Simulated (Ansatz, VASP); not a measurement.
# One calculation of Ru2Se, two programs

```
CELL_PARAMETERS angstrom
4.27981 0.00000 0.00000
-2.13991 3.70642 0.00000
0.00000 0.00000 2.97188
ATOMIC_POSITIONS crystal
Ru 0.33333 0.66667 0.50000
Ru 0.66667 0.33333 0.50000
Se 0.00000 0.00000 0.00000
```

Alike in both runs: functional PBE; k mesh 12 × 12 × 16; occupations gaussian, width 0.1 eV; no spin polarisation.

Ansatz relaxed the structure, and its values are those at the end. VASP's run is a single point on that final structure, the one shown.

|  | VASP | Ansatz |
| --- | --- | --- |
| version | VASP 6.6.1 | Ansatz 0.2.0 |
| potentials or method | VASP PAW PBE potentials, release 64 (Ru_pv, Se), cutoff 520 eV | scalar-relativistic, plane waves, PAW |
| valence electrons in the cell | 34 | 48 |

```csv
,VASP,Ansatz,Ansatz less VASP
gap on the k mesh at the Fermi level (eV),none,none,-
pressure (GPa),0.1,0.0,-0.10
```

A gap of «none» marks a metal or a gap that the smearing closes. VASP's potentials hold 34 valence electrons a cell and Ansatz's 48, so a difference there can come from the potentials and not from the codes.
